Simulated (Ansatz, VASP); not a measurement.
# One calculation of SnO2, two programs

```
CELL_PARAMETERS angstrom
4.73735 0.00000 0.00000
0.00000 4.73735 0.00000
0.00000 0.00000 3.18640
ATOMIC_POSITIONS crystal
Sn 0.00000 0.00000 0.00000
Sn 0.50000 0.50000 0.50000
O 0.30562 0.30562 0.00000
O 0.19438 0.80562 0.50000
O 0.69438 0.69438 0.00000
O 0.80562 0.19438 0.50000
```

Alike in both runs: task single point; functional LDA; k mesh 6 × 6 × 8; occupations gaussian, width 0.05 eV; no spin polarisation.

|  | VASP | Ansatz |
| --- | --- | --- |
| version | VASP 6.6.1 | Ansatz 0.2.0 |
| potentials or method | VASP PAW LDA potentials, release 64 (Sn_d, O), cutoff 520 eV | scalar-relativistic, plane waves, PAW |
| valence electrons in the cell | 52 | 52 |

|  | VASP | Ansatz | Ansatz less VASP |
| --- | --- | --- | --- |
| gap on the k mesh at the Fermi level (eV) | 1.14 | 1.11 | -0.035 |
| least direct gap on the mesh (eV) | 1.14 | 1.11 | -0.035 |
| pressure (GPa) | 0.1 | -1.0 | -1.06 |
| traceless stress, the component that is largest in VASP (GPa) | 0.68 | 0.39 | -0.294 |
| rms of the force components (eV/Å) | 0.023 | 0.033 | +0.0099 |

LDA's correlation is that of Perdew and Zunger in VASP and of Perdew and Wang (1992) in Ansatz. Atom by atom the forces differ by 0.010 eV/Å (rms over components).
